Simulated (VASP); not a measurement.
Wanted: the native input for a VASP 6.6.1 run.

- Task: single point
- Functional: PBE
- Potentials or basis: VASP PAW PBE potentials, release 64 (Hf_pv, O)
- Cutoff: 520 eV
- k mesh: 6 × 6 × 4
- Occupations: gaussian, width 0.05 eV
- Spin: no spin polarisation
- Dipole correction: no
- Further INCAR settings: ALGO = Normal; EDIFF = 1e-06; NBANDS = 31

The structure of HfO2 lies in POSCAR:

```
HfO2
1.0
    3.6043047991      0.0000000000      0.0000000000
    0.0000000000      3.6043047991      0.0000000000
    0.0000000000      0.0000000000      5.2639673039
Hf O
2 4
Direct
    0.5000000000      0.5000000000      0.5000000000
    0.0000000000      0.0000000000      0.0000000000
    0.0000000000      0.5000000000      0.6433847622
    0.5000000000      0.0000000000      0.8566152378
    0.5000000000      0.0000000000      0.3566152378
    0.0000000000      0.5000000000      0.1433847622
```

This cell differs from its parent crystal: mode 10 (309.8 1/cm) frozen in, largest displacement +0.263 Å.

The input as run:

INCAR

```
SYSTEM = HfO2
  ALGO = Normal
  EDIFF = 1E-6
  ENCUT = 520
  GGA = PE
  ISIF = 2
  ISMEAR = 0
  LASPH = .True.
  LCHARG = .True.
  LELF = .True.
  LREAL = .False.
  LVHAR = .True.
  LWAVE = .False.
  NBANDS = 31
  NELM = 100
  PREC = Accurate
  SIGMA = 0.05
```

KPOINTS

```
k-points
0
Gamma
  6 6 4
  0 0 0
```

Potentials or basis: VASP PAW PBE potentials, release 64 (Hf_pv, O).

Launch:

```console
$ cat potpaw_PBE.64/Hf_pv/POTCAR potpaw_PBE.64/O/POTCAR > POTCAR
$ mpirun -np 1 vasp_std > vasp.out
```

Results of the run:

```json
{"Pressure": "18.0 GPa", "Largest force": "2.110 eV/Å", "Band gap on the k mesh": "4.55 eV, indirect (least direct gap 4.90 eV)"}
```

Caveat: the cell differs from its parent crystal (mode 10 (309.8 1/cm) frozen in, largest displacement +0.263 Å); spin-orbit coupling is left out, which moves the levels of the heavy elements; forces of over 1 eV/Å act on the atoms, so gaps and moduli don't describe the material at rest.

Run time: 42 s on 1 thread of Intel(R) Xeon(R) Platinum 8488C (Sapphire Rapids) (shared host), peak memory 0.2 GiB.
